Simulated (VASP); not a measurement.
LuH2: single point with LDA

Crystal: LuH2.

```
Lu H
1.0
     0.00000    2.50808    2.50808
     2.50808    0.00000    2.50808
     2.50808    2.50808    0.00000
Lu H
1 2
Direct
  0.00000 0.00000 0.00000
  0.25000 0.25000 0.25000
  0.75000 0.75000 0.75000
```

This cell differs from its parent crystal: volume scaled by 0.99.

- Program: VASP 6.6.1
- Task: single point
- Functional: LDA
- Potentials or basis: VASP PAW PBE potentials, release 64 (Lu, H)
- Cutoff: 520 eV
- k mesh: 8 × 8 × 8
- Occupations: fermi-dirac, width 0.02 eV
- Spin: no spin polarisation

| Item | Value |
| --- | --- |
| Pressure | -5.4 GPa |

Levels at points of the mesh, in eV from the Fermi level:
```csv
k point,band 11,band 12,band 13,band 14,band 15,band 16
"(0.00, 0.00, 0.00)",-4.92,-4.92,-0.36,1.27,1.27,1.27
"(0.50, 0.00, 0.00)",-4.94,-4.92,-3.80,1.35,1.35,5.02
"(0.50, 0.50, 0.00)",-4.95,-4.95,-3.88,-2.38,5.84,5.93
```

Run time: 10 s on 1 thread of Intel(R) Xeon(R) 6975P-C (Granite Rapids), with other jobs on the host, peak memory 0.16 GiB.

Caveat: the PAW data sets were made with another functional, which shifts forces and pressure a little; spin-orbit coupling is left out, which moves the levels of the heavy elements.
